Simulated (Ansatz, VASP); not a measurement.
## AlN: VASP beside Ansatz

```
CELL_PARAMETERS angstrom
3.13024 0.00000 0.00000
-1.56512 2.71087 0.00000
0.00000 0.00000 5.41942
ATOMIC_POSITIONS crystal
Al 0.33333 0.66667 0.00173
Al 0.66667 0.33333 0.50173
N 0.33333 0.66667 0.38327
N 0.66667 0.33333 0.88327
```

Change from the starting cell: strain +0.000 along x and y, +0.080 along z, atoms carried along.

Alike in both runs: task single point; functional PBE; k mesh 12 × 12 × 6; occupations gaussian, width 0.05 eV; no spin polarisation.

```csv
,VASP,Ansatz
version,VASP 6.6.1,Ansatz 0.2.0
potentials or method,"VASP PAW PBE potentials, release 64 (Al, N), cutoff 520 eV","scalar-relativistic, plane waves, PAW"
valence electrons in the cell,16,16
```

```csv
,VASP,Ansatz,Ansatz less VASP
gap on the k mesh at the Fermi level (eV),3.30,3.30,-0.003
least direct gap on the mesh (eV),3.30,3.30,-0.003
pressure (GPa),-11.3,-11.1,+0.26
"traceless stress, the component that is largest in VASP (GPa)",-14.46,-14.40,+0.065
rms of the force components (eV/Å),0.174,0.175,+0.0003
```

Atom by atom the forces differ by 0.000 eV/Å (rms over components).
